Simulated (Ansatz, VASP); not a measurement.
# SiNi: VASP beside Ansatz

```
Ni Si
1.0
     3.48659    0.00000    0.00000
    -1.74329    3.01947    0.00000
     0.00000    0.00000    2.48745
Ni Si
1 1
Direct
  0.00000 0.00000 0.00000
  0.33333 0.66667 0.50000
```

Alike in both runs: functional PBE; k mesh 14 × 14 × 13; occupations fermi-dirac, width 0.1 eV; no spin polarisation.

Ansatz relaxed the structure, and its values are those at the end. VASP's run is a single point on that final structure, the one shown.

|  | VASP | Ansatz |
| --- | --- | --- |
| version | VASP 6.6.1 | Ansatz 0.2.0 |
| potentials or method | VASP PAW PBE potentials, release 64 (Ni, Si) | PAW with Ansatz's default frozen-core files, scalar-relativistic |
| plane-wave cutoff (eV) | 520 | 420 |
| valence electrons in the cell | 14 | 22 |

```tsv
	VASP	Ansatz	Ansatz less VASP
pressure (GPa)	0.0	0.0	-0.01
```

VASP's potentials hold 14 valence electrons a cell and Ansatz's 22, so a difference there can come from the potentials and not from the codes.
